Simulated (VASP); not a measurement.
Runs of VASP 6.6.1 on SiC. The structure is that of space group Fm-3m (No. 225), or close to it. The cells are those of the table. 

```csv
level,cell,k mesh,gap on the mesh (eV),pressure (GPa)
r2SCAN,"a = 2.686 Å, angles 60.0°, 2 atoms",20 × 20 × 20,0.79,69.8
PBE,"a = 2.953 Å, angles 60.0°, 2 atoms",8 × 8 × 8,none,-16.4
r2SCAN,"a = 2.598 Å, angles 60.0°, 2 atoms",20 × 20 × 20,1.42,(a)
PBE,"a = 2.871 Å, angles 60.0°, 2 atoms",8 × 8 × 8,none,-0.4
r2SCAN,"a = 2.847 Å, angles 60.0°, 2 atoms",18 × 18 × 18,none,(b)
```

Alike in all rows: task single point; potentials or basis VASP PAW PBE potentials, release 64 (C, Si); no spin polarisation; cutoff (eV) 520; smearing gaussian 0.05 eV.

Task: Estimate the missing entries.

Result: (a) 134.4; (b) 0.3.

Caveats: the PAW data sets were made with another functional, which shifts forces and pressure a little (some runs).

A k mesh can miss the band edges.

A gap of «none» marks levels without a gap at the run's occupations.
